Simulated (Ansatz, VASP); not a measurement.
# NbAgCl3: VASP beside Ansatz

```
Nb Ag Cl
1.0
     4.75062    0.00000    0.00000
     0.00000    4.75062    0.00000
     0.00000    0.00000    4.75062
Nb Ag Cl
1 1 3
Direct
  0.00000 0.00000 0.00000
  0.50000 0.50000 0.50000
  0.00000 0.50000 0.50000
  0.50000 0.00000 0.50000
  0.50000 0.50000 0.00000
```

Alike in both runs: task relaxation of cell and atoms; functional PBE; k mesh 4 × 4 × 4; occupations gaussian, width 0.1 eV; no spin polarisation.

```csv
,VASP,Ansatz
version,VASP 6.6.1,Ansatz 0.2.0
potentials or method,"VASP PAW PBE potentials, release 64 (Nb_sv, Ag, Cl), cutoff 600 eV","scalar-relativistic, plane waves, PAW"
valence electrons in the cell,45,53
```

Ansatz gave:

```
gap on the k mesh at the Fermi level, each at its own relaxed structure (eV) : none
relaxed volume (Å³/atom)                                                     : 24.73
relaxed cell length with the largest relative difference (Å)                 : 4.982
```

Question: What did VASP give for the same quantities?

Answer: gap on the k mesh at the Fermi level, each at its own relaxed structure (eV): none; relaxed volume (Å³/atom): 24.67; relaxed cell length with the largest relative difference (Å): 4.978.

A gap of «none» marks a metal or a gap that the smearing closes. VASP's potentials hold 45 valence electrons a cell and Ansatz's 53, so a difference there can come from the potentials and not from the codes.

Noted on VASP's run: the volume moved by over 15 % at a fixed basis, so the end points are rough; too few bands were computed for a metal, which touches its energy and stress.
